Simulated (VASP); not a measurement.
A run of VASP 6.6.1 is set up as follows.

The input INCAR:

```
SYSTEM = Fe
ALGO     = Normal         ! electronic algorithm
EDIFF    = 1E-6           ! SCF threshold, eV
ENCUT    = 520            ! plane-wave cutoff, eV
GGA      = PE             ! functional
ISIF     = 2              ! what is computed and relaxed
ISMEAR   = 0              ! smearing method
ISPIN    = 2              ! spin polarisation
LASPH    = .True.         ! aspherical terms in the spheres
LCHARG   = .False.        ! write CHGCAR
LMAXMIX  = 4              ! l up to which the mixer works
LORBIT   = 11             ! projections on sites
LREAL    = .False.        ! projectors in reciprocal space
LWAVE    = .False.        ! write WAVECAR
MAGMOM   = 2.44           ! initial moments
NBANDS   = 14             ! bands
NELM     = 150            ! most SCF steps
PREC     = Accurate       ! precision mode
SIGMA    = 0.1            ! smearing width, eV
```

KPOINTS

```
k-points
0
Gamma
  20 20 20
  0 0 0
```

The input POSCAR:

```
Fe
1.0
   -1.4298084540      1.4298084540      1.4298084540
    1.4298084540     -1.4298084540      1.4298084540
    1.4298084540      1.4298084540     -1.4298084540
Fe
1
Direct
    0.0000000000      0.0000000000      0.0000000000
```

Potentials or basis: VASP PAW PBE potentials, release 64 (Fe).

Command:

```console
$ cat potpaw_PBE.64/Fe/POTCAR > POTCAR
$ mpirun -np 1 vasp_std > vasp.out
```

**Question.** What does it give for the net moment?

**Answer.** 2.24 μB per cell.

**Question.** What does it give for the site moments?

**Answer.** Fe +2.25 μB.

**Question.** What does it give for the pressure?

**Answer.** -5.3 GPa.
